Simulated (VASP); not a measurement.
Crystal: Br.

```
CELL_PARAMETERS angstrom
3.06000 0.00000 0.00000
0.00000 3.06000 0.00000
0.00000 0.00000 3.06000
ATOMIC_POSITIONS crystal
Br 0.00000 0.00000 0.00000
```

- Program: VASP 6.6.1
- Task: relaxation of cell and atoms
- Functional: PBE
- Potentials or basis: VASP PAW PBE potentials, release 64 (Br)
- Cutoff: 600 eV
- k mesh: 13 × 13 × 13
- Occupations: fermi-dirac, width 0.02 eV
- Spin: no spin polarisation

At the start: pressure 1.2 GPa; volume 28.65 Å³/atom.

Task: How do energy, volume and symmetry change on relaxing?

Result: Over 3 steps the energy falls by 4.1 meV/atom and the volume is 29.75 Å³/atom (+3.8 %); space group Pm-3m (No. 221, to 0.1 Å) before and after.

Step by step:
| step | energy change (eV) | largest force (eV/Å) | pressure (GPa) | volume (Å³) |
| --- | --- | --- | --- | --- |
| 1 | 0.0000 | 0.0000 | 1.25 | 28.65 |
| 2 | -0.0040 | 0.0000 | 0.17 | 29.59 |
| 3 | -0.0041 | 0.0000 | 0.05 | 29.75 |

Final structure:
```
Br
1.0
     3.09865    0.00000    0.00000
     0.00000    3.09865    0.00000
     0.00000    0.00000    3.09865
Br
1
Direct
  0.00000 0.00000 0.00000
```

Caveat: an odd number of electrons without spin polarisation forces a metal; a magnetic or distorted state may lie lower.
